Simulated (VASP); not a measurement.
Input of a VASP 6.6.1 run:

File INCAR:

```
PREC = Accurate
ENCUT = 520
EDIFF = 1E-6
ISMEAR = -1
SIGMA = 0.05
LREAL = False
LASPH = True
NELM = 100
ALGO = Normal
ISIF = 2
LWAVE = False
LCHARG = True
GGA = PE
LELF = True
LVHAR = True
NBANDS = 17
```

The input KPOINTS:

```
regular mesh
0
Gamma
  14 14 12
```

File POSCAR:

```
PbO
1.0
    3.4015134873      0.0000000000      0.0000000000
   -1.7007567437      2.9457970913      0.0000000000
    0.0000000000      0.0000000000      3.2306439126
Pb O
1 1
Direct
    0.0000000000      0.0000000000      0.0000000000
    0.3333333333      0.6666666667      0.5000000000
```

Potentials or basis: VASP PAW PBE potentials, release 64 (Pb_d, O).

Launch:

```console
$ cat potpaw_PBE.64/Pb_d/POTCAR potpaw_PBE.64/O/POTCAR > POTCAR
$ mpirun -np 1 vasp_std > vasp.out
```

Question: What does it give for the pressure?

Answer: 11.9 GPa.

Question: Estimate the band gap on the k mesh.

Answer: Zero (band 10 reaches 8.03 eV, above the bottom of band 11 at 7.96 eV).

Caveat: spin-orbit coupling is left out, which moves the levels of the heavy elements.
